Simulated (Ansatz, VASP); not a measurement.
LiF: VASP beside Ansatz

File INCAR:

```
PREC = Accurate ; ENCUT = 520
EDIFF = 1E-6 ; ISMEAR = 0
SIGMA = 0.01 ; LREAL = False
LASPH = True ; NELM = 60
ALGO = Normal ; ISIF = 2
LWAVE = False ; LCHARG = False
GGA = PE ; NBANDS = 18
```

KPOINTS

```
regular mesh
0
Gamma
  9 9 4
```

File POSCAR:

```
LiF
1.0
    2.7722945837      0.0000000000      0.0000000000
   -1.3861472919      2.4008775363      0.0000000000
    0.0000000000      0.0000000000      4.7776585042
Li F
2 2
Direct
    0.0000000000      0.0000000000      0.0000000000
    0.0000000000      0.0000000000      0.5000000000
    0.3333333333      0.6666666667      0.2500000000
    0.6666666667      0.3333333333      0.7500000000
```

Input for Ansatz:

```yaml
crystal:
  lattice:
    - [2.7722945837, 0.0, 0.0]
    - [-1.3861472919, 2.4008775363, 0.0]
    - [0.0, 0.0, 4.7776585042]
  atoms:
    - { symbol: Li, position: [0.0, 0.0, 0.0] }
    - { symbol: Li, position: [0.0, 0.0, 0.5] }
    - { symbol: F, position: [0.3333333333, 0.6666666667, 0.25] }
    - { symbol: F, position: [0.6666666667, 0.3333333333, 0.75] }
kpoints:
  mp_grid: { grid: [9, 9, 4] }
hamiltonian:
  xc: pbe
scf:
  occupations: { method: fixed }
  n_extra_bands: 5
output:
  forces: true
  stress: true
  eigenvalues: true
```

Alike in both runs: task single point; functional PBE; k mesh 9 × 9 × 4; no spin polarisation.

```csv
,VASP,Ansatz
version,VASP 6.6.1,Ansatz 0.2.0
potentials or method,"VASP PAW PBE potentials, release 64 (Li_sv, F)","plane waves, PAW"
plane-wave cutoff (eV),520,420
occupations,"gaussian, width 0.01 eV",fixed
valence electrons in the cell,20,20
```

|  | VASP | Ansatz | Ansatz less VASP |
| --- | --- | --- | --- |
| gap on the k mesh at the Fermi level (eV) | 9.25 | 9.25 | -0.002 |

Noted on VASP's run: the cutoff is short for stress, so the pressure is rough.
